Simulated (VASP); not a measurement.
A run of VASP 6.6.1:

The input INCAR:

```
PREC     = Accurate       # precision mode
ENCUT    = 520            # plane-wave cutoff, eV
EDIFF    = 1E-7           # SCF threshold, eV
ISMEAR   = 0              # smearing method
SIGMA    = 0.05           # smearing width, eV
LREAL    = F              # projectors in reciprocal space
LASPH    = T              # aspherical terms in the spheres
NELM     = 100            # most SCF steps
ALGO     = Normal         # electronic algorithm
ISIF     = 2              # what is computed and relaxed
LWAVE    = F              # write WAVECAR
LCHARG   = F              # write CHGCAR
GGA      = PE             # functional
NBANDS   = 11             # bands
```

File KPOINTS:

```
regular mesh
0
Gamma
  12 12 12
```

POSCAR

```
C
1.0
    0.0000000000      1.7715500125      1.8147758329
    1.7715500125      0.0000000000      1.8147758329
    1.7715500125      1.7715500125      0.0000000000
C
2
Direct
    0.5000000000      0.5000000000      0.5000000000
    0.7500000000      0.7500000000      0.7500000000
```

Potentials or basis: VASP PAW PBE potentials, release 64 (C).

Launch:

```console
$ cat potpaw_PBE.64/C/POTCAR > POTCAR
$ mpirun -np 1 vasp_std > vasp.out
```

Hardware: 1 thread of Intel Xeon 8259CL, on a shared host.

Problem. How long does it take, and how much memory?

Solution. Wall time 27 s on 1 thread of Intel Xeon 8259CL (shared host), peak memory 0.13 GiB. Counts: scf iterations 11, k points 163.
